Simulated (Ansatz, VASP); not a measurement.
Os: VASP beside Ansatz

```xyz
2
Lattice="2.7394 0.0000 0.0000 -1.3697 2.3724 0.0000 0.0000 0.0000 4.3138" Properties=species:S:1:pos:R:3 pbc="T T T"
Os    0.0000    1.5816    1.0785
Os    1.3697    0.7908    3.2354
```

Alike in both runs: task single point; functional r2SCAN; k mesh 13 × 13 × 7; occupations gaussian, width 0.03 eV; no spin polarisation.

|  | VASP | Ansatz |
| --- | --- | --- |
| version | VASP 6.6.1 | Ansatz 0.2.0 |
| potentials or method | VASP PAW PBE potentials, release 64 (Os), cutoff 520 eV | plane waves (500 eV) with PAW, scalar-relativistic |
| valence electrons in the cell | 16 | 32 |

Ansatz gave:

| Property | Result |
| --- | --- |
| pressure (GPa) | -0.2 |
| traceless stress, the component that is largest in VASP (GPa) | -0.20 |

Task: Estimate VASP's values.

Result: Pressure (GPa): 0.8; traceless stress, the component that is largest in VASP (GPa): -0.15.

VASP's potentials were made for PBE, not for r2SCAN. VASP's potentials hold 16 valence electrons a cell and Ansatz's 32, so a difference there can come from the potentials and not from the codes.

Neither program's run includes spin-orbit coupling.
